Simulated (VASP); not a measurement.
**Ti: single point with PBEsol**

Ti:

```
CELL_PARAMETERS angstrom
2.88978 0.00000 0.00000
-1.44489 2.50262 0.00000
0.00000 0.00000 4.58446
ATOMIC_POSITIONS crystal
Ti 0.33333 0.66667 0.25000
Ti 0.66667 0.33333 0.75000
```

| Property | Result |
| --- | --- |
| Program | VASP 6.6.1 |
| Task | single point |
| Functional | PBEsol |
| Potentials or basis | VASP PAW PBE potentials, release 64 (Ti_sv) |
| Cutoff | 520 eV |
| k mesh | 11 × 11 × 6 |
| Occupations | fermi-dirac, width 0.1 eV |
| Spin | no spin polarisation |
| Dipole correction | no |
| Further INCAR settings | ALGO = Normal; EDIFF = 1e-06; NBANDS = 19 |

- Pressure: 1.0 GPa
- Band gap on the k mesh: zero (band 12 reaches 9.51 eV, above the bottom of band 13 at 8.51 eV)

Stress tensor (GPa, compression positive):
```
1.03 0.00 0.00
0.00 1.03 0.00
0.00 0.00 0.80
```

Levels at points of the mesh, in eV from the Fermi level:
```tsv
k point	band 8	band 9	band 10	band 11	band 12	band 13	band 14	band 15	band 16	band 17
(0.00, 0.00, 0.00)	-32.41	-6.30	-2.79	0.82	0.82	0.92	0.94	1.35	1.35	1.74
(0.00, 0.00, 0.50)	-32.46	-4.38	-4.38	0.11	0.11	0.72	0.72	0.72	0.72	3.00
```

Run time: 19 s on 1 thread of Intel(R) Xeon(R) Platinum 8488C (Sapphire Rapids), on a shared host, peak memory 0.16 GiB.

Caveat: the PAW data sets were made with another functional, which shifts forces and pressure a little.
